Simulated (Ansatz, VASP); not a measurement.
**One calculation of ZnHgO2, two programs**

INCAR

```
SYSTEM = ZnHgO2
PREC     = Accurate       ! precision mode
ENCUT    = 600            ! plane-wave cutoff, eV
EDIFF    = 1E-6           ! SCF threshold, eV
ISMEAR   = -1             ! smearing method
SIGMA    = 0.02           ! smearing width, eV
LREAL    = .FALSE.        ! projectors in reciprocal space
LASPH    = .TRUE.         ! aspherical terms in the spheres
NELM     = 200            ! most SCF steps
ALGO     = Normal         ! electronic algorithm
ISIF     = 2              ! what is computed and relaxed
LWAVE    = .FALSE.        ! write WAVECAR
LCHARG   = .FALSE.        ! write CHGCAR
ISPIN    = 2              ! spin polarisation
MAGMOM   = 0 0 0 0        ! initial moments
LORBIT   = 11             ! projections on sites
GGA      = PE             ! functional
NBANDS   = 34             ! bands
GGA_COMPAT= .FALSE.
```

KPOINTS

```
Automatic mesh
0
G
  6 6 4
  0 0 0
```

File POSCAR:

```
ZnHgO2
1.0
    3.3263897665      0.0000000000      0.0000000000
    0.0000000000      3.3263897665      0.0000000000
    0.0000000000      0.0000000000      5.1930705942
Zn O Hg
1 2 1
Direct
    0.0000000000      0.0000000000      0.0000000000
    0.0000000000      0.5000000000      0.2034319220
    0.5000000000      0.0000000000      0.7965680780
    0.5000000000      0.5000000000      0.5000000000
```

Input for Ansatz:

```yaml
crystal:
  lattice:
    - [3.3263897665, 0.0, 0.0]
    - [0.0, 3.3263897665, 0.0]
    - [0.0, 0.0, 5.1930705942]
  atoms:
    - { symbol: Zn, position: [0.0, 0.0, 0.0] }
    - { symbol: O, position: [0.0, 0.5, 0.203431922] }
    - { symbol: Hg, position: [0.5, 0.5, 0.5] }
    - { symbol: O, position: [0.5, 0.0, 0.796568078] }
kpoints:
  mp_grid: { grid: [6, 6, 4] }
hamiltonian:
  xc: pbe
scf:
  occupations: { method: fermi_dirac, width: 0.02 }
  n_extra_bands: 5
  max_iter: 65
output:
  forces: true
  stress: true
  eigenvalues: true
magnetization:
  spin_polarized: true
  initial_magnetization: 0.5
```

Alike in both runs: task single point; functional PBE; k mesh 6 × 6 × 4; occupations fermi-dirac, width 0.02 eV; collinear spin.

|  | VASP | Ansatz |
| --- | --- | --- |
| version | VASP 6.6.1 | Ansatz 0.2.0 |
| potentials or method | VASP PAW PBE potentials, release 64 (Zn, O, Hg_sv_GW) | plane waves |
| plane-wave cutoff (eV) | 600 | 420 |
| valence electrons in the cell | 44 | 44 |

```tsv
	VASP	Ansatz	Ansatz less VASP
gap on the k mesh at the Fermi level (eV)	none	none	-
pressure (GPa)	5.3	4.9	-0.38
rms of the force components (eV/Å)	0.029	0.007	-0.0219
net moment per atom (μB)	0.00	0.00	0.000
```

A gap of «none» marks a metal or a gap that the smearing closes. The functional is the same, so the differences come from potentials, cutoffs and numerics. Ansatz's warnings: seeded moment not kept.

Neither program's run includes spin-orbit coupling.
